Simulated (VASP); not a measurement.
# LiF (Fm-3m) in VASP: a series of runs, part 2 of 2

VASP 6.6.1. The steps go on from the part before.

## Step 5: Single point, PBE (volume scaled by 1.03)

Input file INCAR:

```
SYSTEM = LiF
ALGO = Normal
EDIFF = 1E-6
ENCUT = 520
GGA = PE
ISIF = 2
ISMEAR = 0
LASPH = .True.
LCHARG = .False.
LREAL = .False.
LWAVE = .False.
NBANDS = 12
NELM = 80
PREC = Accurate
SIGMA = 0.02
```

Input file KPOINTS:

```
k-points
0
Gamma
  10 10 10
  0 0 0
```

Input file POSCAR:

```
LiF
1.0
    0.0000000000      2.0541377227      2.0541377227
    2.0541377227      0.0000000000      2.0541377227
    2.0541377227      2.0541377227      0.0000000000
Li F
1 1
Direct
    0.5000000000      0.5000000000      0.5000000000
    0.0000000000      0.0000000000      0.0000000000
```

Potentials or basis: VASP PAW PBE potentials, release 64 (Li_sv, F).

Command:

```bash
$ cat potpaw_PBE.64/Li_sv/POTCAR potpaw_PBE.64/F/POTCAR > POTCAR
$ mpirun -np 1 vasp_std > vasp.out
```

OUTCAR:

```text
SYSTEM = LiF
   EDIFF = 1E-6
   ENCUT = 520
   GGA = PE
   ISIF = 2
   ISMEAR = 0
   LASPH = .True.
   LREAL = .False.
   NELM = 80
   PREC = Accurate

 ion  position               nearest neighbor table
   1  0.500  0.500  0.500-   2 2.05   2 2.05   2 2.05   2 2.05   2 2.05   2 2.05
   2  0.000  0.000  0.000-   1 2.05   1 2.05   1 2.05   1 2.05   1 2.05   1 2.05

  LATTYP: Found a face centered cubic cell.
 ALAT       =     4.1082754454

  Lattice vectors:

 A1 = (   0.0000000000,   2.0541377227,   2.0541377227)
 A2 = (   2.0541377227,   0.0000000000,   2.0541377227)
 A3 = (   2.0541377227,   2.0541377227,   0.0000000000)

Analysis of symmetry for initial positions (statically):
=====================================================================
 Subroutine PRICEL returns:
 Original cell was already a primitive cell.

 Routine SETGRP: Setting up the symmetry group for a
 face centered cubic supercell.

 Subroutine GETGRP returns: Found 48 space group operations
 (whereof 48 operations were pure point group operations)
 out of a pool of 48 trial point group operations.

The static configuration has the point symmetry O_h .

Analysis of symmetry for dynamics (positions and initial velocities):
=====================================================================
 Subroutine PRICEL returns:
 Original cell was already a primitive cell.

 Routine SETGRP: Setting up the symmetry group for a
 face centered cubic supercell.

 Subroutine GETGRP returns: Found 48 space group operations
 (whereof 48 operations were pure point group operations)
 out of a pool of 48 trial point group operations.

The dynamic configuration has the point symmetry O_h .

 Subroutine INISYM returns: Found 48 space group operations
 (whereof 48 operations are pure point group operations),
 and found     1 'primitive' translations

[... 120 lines left out ...]
   LHFCALC =     F    Hartree Fock is set to
   AEXX    =    0.0000 exact exchange contribution
   IVDW    =     0    specifies the selected vdW correction
   LEPSILON=     F    determine dielectric tensor
   LRPA    =     F    only Hartree local field effects (RPA)
 non-spin polarized calculation
 Gauss-broadening in eV      SIGMA  =   0.02
  energy-cutoff  :      520.00
  volume of cell :       17.33
 maximum number of plane-waves:       483
 NGX is ok and might be reduce to    24
   NGX = 11   NGY = 11   NGZ = 11

 number of electron      10.0000001 magnetization

 Free energy of the ion-electron system (eV)
  ---------------------------------------------------
  ext. energy  EPLUGINS =         0.00000000
  ---------------------------------------------------
  free energy    TOTEN  =        -9.63794905 eV

  energy without entropy =       -9.63794905  energy(sigma->0) =       -9.63794905

 E-fermi :  -1.2621     XC(G=0):  -9.6974

 val. band max:       -1.3623820045   @ k =   0.0000   0.0000   0.0000
 cond. band min:       7.2187877170   @ k =   0.0000   0.0000   0.0000
 fundamental gap:      8.5811697215
 Fermi energy:        -1.2621302052

 k-point     1 :       0.0000    0.0000    0.0000
  band No.  band energies     occupation
      1     -42.4252      2.00000
      2     -21.1789      2.00000
      3      -1.3624      2.00000
      4      -1.3624      2.00000
      5      -1.3624      2.00000
      6       7.2188      0.00000
      7      21.8296      0.00000
      8      21.8296      0.00000
      9      21.8296      0.00000
     10      22.3799      0.00000
     11      22.3799      0.00000
     12      22.3799      0.00000
[... 331 lines left out ...]
 k-point    24 :       0.4000    0.3000    0.0000
  band No.  band energies     occupation
      1     -42.3787      2.00000
      2     -20.7123      2.00000
      3      -3.5033      2.00000
      4      -2.1608      2.00000
      5      -2.0582      2.00000
      6      11.1764      0.00000
      7      15.0558      0.00000
      8      16.5530      0.00000
      9      18.1524      0.00000
     10      19.2154      0.00000
     11      31.2242      0.00000
     12      32.5093      0.00000

 [... further k-points ...]

------------------------ aborting loop because EDIFF is reached ----------------------------------------

  FORCE on cell =-STRESS in cart. coord.  units (eV):
  Direction    XX          YY          ZZ          XY          YZ          ZX
  --------------------------------------------------------------------------------------
  -------------------------------------------------------------------------------------
  Total       -0.2519434     -0.2519434     -0.2519434      0.0000000      0.0000000      0.0000000
  in kB      -23.2860028    -23.2860028    -23.2860028      0.0000000      0.0000000      0.0000000
  external PRESSURE =     -23.2860028 kB  Pullay stress =       0.0000000 kB

 VOLUME and BASIS-vectors are now :
 -----------------------------------------------------------------------------
  energy-cutoff  :      520.00
  volume of cell :       17.33
      direct lattice vectors                 reciprocal lattice vectors
     0.000000000  2.054137723  2.054137723    -0.243411138  0.243411138  0.243411138
     2.054137723  0.000000000  2.054137723     0.243411138 -0.243411138  0.243411138
     2.054137723  2.054137723  0.000000000     0.243411138  0.243411138 -0.243411138

 POSITION                                       TOTAL-FORCE (eV/Angst)
 -----------------------------------------------------------------------------------
      2.05414      2.05414      2.05414        -0.000000      0.000000     -0.000000
      0.00000      0.00000      0.00000         0.000000      0.000000      0.000000
 -----------------------------------------------------------------------------------
    total drift:                                0.000000     -0.000000     -0.000000

  FREE ENERGIE OF THE ION-ELECTRON SYSTEM (eV)
  ---------------------------------------------------
  free  energy   TOTEN  =        -9.6379490548 eV

  energy  without entropy=       -9.6379490548  energy(sigma->0) =       -9.63794905
```

stdout:

```text
POSCAR found type information on POSCAR LiF
 POSCAR found :  2 types and       2 ions
 scaLAPACK will be used
 LDA part: xc-table for (Slater+PW92), standard interpolation
 POSCAR, INCAR and KPOINTS ok, starting setup
 FFT: planning ... GRIDC
 FFT: planning ... GRID_SOFT
 FFT: planning ... GRID
 WAVECAR not read
 entering main loop
```

Run time: 4 s. Hardware: 1 thread of Intel Xeon 6975P-C (Granite Rapids), shared host; peak memory 0.13 GiB.

Results:

```
Free energy            : -9.6379 eV
Band gap on the k mesh : 8.58 eV, direct
```

Caveat: the cutoff is under 1.25 times the usual one of these potentials, so pressure, stress and relaxed cells hold a basis-set (Pulay) error.

## Step 6: Single point, PBE (volume scaled by 1.06)

Input file INCAR:

```
SYSTEM = LiF
ALGO = Normal ; EDIFF = 1E-6
ENCUT = 520 ; GGA = PE
ISIF = 2 ; ISMEAR = 0
LASPH = .TRUE. ; LCHARG = .FALSE.
LREAL = .FALSE. ; LWAVE = .FALSE.
NBANDS = 12 ; NELM = 60
PREC = Accurate ; SIGMA = 0.02
```

Input file KPOINTS:

```
k-points
0
G
  10 10 10
  0 0 0
```

Input file POSCAR:

```
LiF
1.0
    0.0000000000      2.0738902587      2.0738902587
    2.0738902587      0.0000000000      2.0738902587
    2.0738902587      2.0738902587      0.0000000000
Li F
1 1
Direct
    0.5000000000      0.5000000000      0.5000000000
    0.0000000000      0.0000000000      0.0000000000
```

Potentials or basis: VASP PAW PBE potentials, release 64 (Li_sv, F).

Command:

```bash
$ cat potpaw_PBE.64/Li_sv/POTCAR potpaw_PBE.64/F/POTCAR > POTCAR
$ mpirun -np 1 vasp_std > vasp.out
```

OUTCAR:

```text
SYSTEM = LiF
   EDIFF = 1E-6
   ENCUT = 520
   GGA = PE
   ISIF = 2
   ISMEAR = 0
   LASPH = .TRUE.
   LREAL = .FALSE.
   NELM = 60
   PREC = Accurate

 ion  position               nearest neighbor table
   1  0.500  0.500  0.500-   2 2.07   2 2.07   2 2.07   2 2.07   2 2.07   2 2.07
   2  0.000  0.000  0.000-   1 2.07   1 2.07   1 2.07   1 2.07   1 2.07   1 2.07

  LATTYP: Found a face centered cubic cell.
 ALAT       =     4.1477805174

  Lattice vectors:

 A1 = (   0.0000000000,   2.0738902587,   2.0738902587)
 A2 = (   2.0738902587,   0.0000000000,   2.0738902587)
 A3 = (   2.0738902587,   2.0738902587,   0.0000000000)

Analysis of symmetry for initial positions (statically):
=====================================================================
 Subroutine PRICEL returns:
 Original cell was already a primitive cell.

 Routine SETGRP: Setting up the symmetry group for a
 face centered cubic supercell.

 Subroutine GETGRP returns: Found 48 space group operations
 (whereof 48 operations were pure point group operations)
 out of a pool of 48 trial point group operations.

The static configuration has the point symmetry O_h .

Analysis of symmetry for dynamics (positions and initial velocities):
[... 167 lines left out ...]
 k-point     1 :       0.0000    0.0000    0.0000
  band No.  band energies     occupation
      1     -42.6581      2.00000
      2     -21.2661      2.00000
      3      -1.5192      2.00000
      4      -1.5192      2.00000
      5      -1.5192      2.00000
      6       6.8285      0.00000
      7      21.3034      0.00000
      8      21.3035      0.00000
      9      21.3035      0.00000
     10      21.9429      0.00000
     11      21.9429      0.00000
     12      21.9429      0.00000
[... 331 lines left out ...]
 k-point    24 :       0.4000    0.3000    0.0000
  band No.  band energies     occupation
      1     -42.6166      2.00000
      2     -20.8249      2.00000
      3      -3.5791      2.00000
      4      -2.2841      2.00000
      5      -2.1857      2.00000
      6      10.7653      0.00000
      7      14.7181      0.00000
      8      16.1013      0.00000
      9      17.6877      0.00000
     10      18.7517      0.00000
     11      30.4399      0.00000
     12      31.8572      0.00000

 [... further k-points ...]
[... 5 lines left out ...]
  --------------------------------------------------------------------------------------
  -------------------------------------------------------------------------------------
  Total       -0.4370902     -0.4370902     -0.4370902      0.0000000      0.0000000      0.0000000
  in kB      -39.2549400    -39.2549400    -39.2549400      0.0000000      0.0000000      0.0000000
  external PRESSURE =     -39.2549400 kB  Pullay stress =       0.0000000 kB

 VOLUME and BASIS-vectors are now :
 -----------------------------------------------------------------------------
  energy-cutoff  :      520.00
  volume of cell :       17.84
      direct lattice vectors                 reciprocal lattice vectors
     0.000000000  2.073890259  2.073890259    -0.241092795  0.241092795  0.241092795
     2.073890259  0.000000000  2.073890259     0.241092795 -0.241092795  0.241092795
     2.073890259  2.073890259  0.000000000     0.241092795  0.241092795 -0.241092795

 POSITION                                       TOTAL-FORCE (eV/Angst)
 -----------------------------------------------------------------------------------
      2.07389      2.07389      2.07389         0.000000      0.000000      0.000000
      0.00000      0.00000      0.00000         0.000000      0.000000      0.000000
 -----------------------------------------------------------------------------------
    total drift:                                0.000000     -0.000000     -0.000000

  FREE ENERGIE OF THE ION-ELECTRON SYSTEM (eV)
  ---------------------------------------------------
  free  energy   TOTEN  =        -9.6296271249 eV

  energy  without entropy=       -9.6296271249  energy(sigma->0) =       -9.62962712
```

OSZICAR:

```text
N       E                     dE             d eps       ncg     rms          rms(c)
DAV:   1     0.287701953493E+02    0.28770E+02   -0.51647E+03  1144   0.854E+02
DAV:   2    -0.787484029708E+01   -0.36645E+02   -0.35823E+02  1332   0.186E+02
DAV:   3    -0.101155723837E+02   -0.22407E+01   -0.22168E+01  1748   0.325E+01
DAV:   4    -0.101468878728E+02   -0.31315E-01   -0.31313E-01  1304   0.425E+00
DAV:   5    -0.101470562485E+02   -0.16838E-03   -0.16838E-03  1444   0.238E-01    0.457E+00
DAV:   6    -0.961811809573E+01    0.52894E+00   -0.26794E+00  1252   0.987E+00    0.146E+00
DAV:   7    -0.962221498089E+01   -0.40969E-02   -0.17202E-02  1500   0.115E+00    0.882E-01
DAV:   8    -0.962949802439E+01   -0.72830E-02   -0.16931E-02  1428   0.134E+00    0.118E-01
DAV:   9    -0.962952216066E+01   -0.24136E-04   -0.93045E-04  1340   0.270E-01    0.452E-02
DAV:  10    -0.962962307654E+01   -0.10092E-03   -0.16707E-04  1288   0.955E-02    0.120E-02
DAV:  11    -0.962962708106E+01   -0.40045E-05   -0.43624E-06  1508   0.209E-02    0.187E-03
DAV:  12    -0.962962712488E+01   -0.43815E-07   -0.72935E-07  1300   0.772E-03
   1 F= -.96296271E+01 E0= -.96296271E+01  d E =-.266379E-26
```

stdout:

```text
POSCAR found type information on POSCAR LiF
 POSCAR found :  2 types and       2 ions
 scaLAPACK will be used
 LDA part: xc-table for (Slater+PW92), standard interpolation
 POSCAR, INCAR and KPOINTS ok, starting setup
 FFT: planning ... GRIDC
 FFT: planning ... GRID_SOFT
 FFT: planning ... GRID
 WAVECAR not read
 entering main loop
```

It took 4.2 s on 1 thread of Intel Xeon 6975P-C (Granite Rapids), shared host; peak memory 0.13 GiB.

Results:

* Free energy: -9.6296 eV
* Band gap on the k mesh: 8.35 eV, direct

Levels at points of the mesh, in eV from the valence-band top:
```
           k point  band 1  band 2  band 3  band 4  band 5  band 6  band 7  band 8  band 9  band 10
(0.00, 0.00, 0.00)  -41.14  -19.75    0.00    0.00    0.00    8.35   22.82   22.82   22.82    23.46
(0.50, 0.00, 0.00)  -41.10  -19.38   -2.26   -0.20   -0.20   10.32   15.73   18.19   18.19    28.82
(0.50, 0.50, 0.00)  -41.09  -19.17   -2.65   -0.88   -0.88   14.01   16.05   16.42   19.22    19.22
```

Caveat: the cutoff is under 1.25 times the usual one of these potentials, so pressure, stress and relaxed cells hold a basis-set (Pulay) error. A k mesh can miss the band edges.

## Step 7: Overview

```csv
cell,gap on the mesh (eV)
"a = 2.818 Å, angles 60.0°, 2 atoms",9.38
"a = 2.787 Å, angles 60.0°, 2 atoms",9.69
"a = 2.877 Å, angles 60.0°, 2 atoms",8.83
"a = 2.905 Å, angles 60.0°, 2 atoms",8.58
"a = 2.933 Å, angles 60.0°, 2 atoms",8.35
```

Alike in all rows: task single point; level PBE; potentials or basis VASP PAW PBE potentials, release 64 (Li_sv, F); no spin polarisation; k mesh 10 × 10 × 10; cutoff (eV) 520; smearing gaussian 0.02 eV.

Caveats: the cutoff is under 1.25 times the usual one of these potentials, so pressure, stress and relaxed cells hold a basis-set (Pulay) error.

Total energies depend on the potentials used, so only differences within one code and one set of settings carry meaning.
